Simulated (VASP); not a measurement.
BAs, 2 atoms in the cell. Symmetry: I-4m2, No. 119, tetragonal system. Conventional cell: a = 3.513 Å, b = 3.513 Å, c = 5.159 Å, α = 90.00°, β = 90.00°, γ = 90.00°. Within 2.9 Å of B (site symmetry -4m2) lie 4 As at 2.18 Å. Within 2.9 Å of As (site symmetry -4m2) lie 4 B at 2.18 Å.  This cell differs from its parent crystal: strain +0.040 along x and y, +0.080 along z.

```yaml
Program: VASP 6.6.1
Task: single point
Functional: PBE
Potentials_or_basis: VASP PAW PBE potentials, release 64 (B, As)
Cutoff: 520 eV
k_mesh: 10 × 10 × 10
Occupations: gaussian, width 0.05 eV
Spin: no spin polarisation
Dipole_correction: no
Further_INCAR_settings: ALGO = Normal; EDIFF = 1e-07; NBANDS = 11
```

Potentials or basis: VASP PAW PBE potentials, release 64 (B, As).

Run with:

```bash
$ cat potpaw_PBE.64/B/POTCAR potpaw_PBE.64/As/POTCAR > POTCAR
$ mpirun -np 1 vasp_std > vasp.out
```

Hardware: 1 thread of Intel Xeon 8259CL, with other jobs on the host.

Question: How long does it take, and how much memory?

Answer: Run time: 50 s on 1 thread of Intel Xeon 8259CL (shared host), peak memory 0.18 GiB. Counts: scf iterations 13, k points 102.
